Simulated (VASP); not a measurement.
Runs of VASP 6.6.1 on EuS. The structure is that of space group Fm-3m (No. 225), or close to it. The cells are those of the table. 

| level | cell | k mesh | cutoff (eV) | grid for exact exchange (PRECFOCK) | share of exact exchange | gap on the mesh (eV) | pressure (GPa) | moment (μB) |
| --- | --- | --- | --- | --- | --- | --- | --- | --- |
| PBEsol+D3(BJ) | a = 4.126 Å, angles 60.0°, 2 atoms | 8 × 8 × 8 | 600 | - | - | none | -5.6 | 6.95 |
| LDA | a = 4.295 Å, angles 60.0°, 2 atoms | 8 × 8 × 8 | 600 | - | - | none | (b) | 6.97 |
| B3LYP | a = 4.212 Å, angles 60.0°, 2 atoms | 4 × 4 × 4 | 520 | Normal | 0.2 | 0.92 | 2.1 | 7.00 |
| BLYP | a = 4.240 Å, angles 60.0°, 2 atoms | 8 × 8 × 8 | 600 | - | - | none | -0.3 | (a) |
| BLYP | a = 4.126 Å, angles 60.0°, 2 atoms | 8 × 8 × 8 | 600 | - | - | none | 4.1 | 6.95 |

Alike in all rows: task single point; potentials or basis VASP PAW PBE potentials, release 64 (Eu, S); spin collinear, ferromagnetic start; smearing fermi-dirac 0.05 eV.

Fill in the values left out.

(a) 6.98; (b) -9.2.

Caveats: some runs use coarse meshes; the PAW data sets were made with another functional, which shifts forces and pressure a little; spin-orbit coupling is left out, which moves the levels of the heavy elements; a cell with one magnetic atom can't hold antiferromagnetic order, which such compounds often take; semilocal functionals describe open f shells poorly, which spoils levels, moments and volumes (at least some runs); the cell stands under tension (at least some runs); the cell stands under pressure (at least some runs).

A k mesh can miss the band edges, and the runs leave out spin-orbit coupling on Eu.

A gap of «none» marks levels without a gap at the run's occupations.
